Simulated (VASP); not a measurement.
BN:

```xyz
4
Lattice="2.5008 0.0000 0.0000 -1.2504 2.1658 0.0000 0.0000 0.0000 6.8931" Properties=species:S:1:pos:R:3 pbc="T T T"
B     0.0000    1.4439    1.7233
B     1.2504    0.7219    5.1699
N     1.2504    0.7219    1.7233
N     0.0000    1.4439    5.1699
```

Base run:

| Quantity | Value |
| --- | --- |
| Program | VASP 6.6.1 |
| Functional | r2SCAN |
| Potentials or basis | VASP PAW PBE potentials, release 64 (B, N) |
| Cutoff | 520 eV |
| k mesh | 9 × 9 × 4 |
| Occupations | gaussian, width 0.01 eV |
| Spin | no spin polarisation |

Its results: band gap on the k mesh 5.06 eV, indirect (least direct gap 5.37 eV); pressure 0.4 GPa.

Question: The run is repeated on the same cell with these changes: functional from r2SCAN to PBEsol. What comes out?

Answer: Band gap on the k mesh 4.35 eV, indirect (least direct gap 4.60 eV); pressure 1.4 GPa.

r2SCAN gives the wider gap, since meta-GGAs in the generalised Kohn-Sham scheme recover part of the derivative discontinuity.

Caveats: the PAW data sets were made with another functional, which shifts forces and pressure a little; this functional lacks dispersion, which binds the layers, so the pressure and a relaxed spacing across them are unreliable (some runs).

A k mesh can miss the band edges.
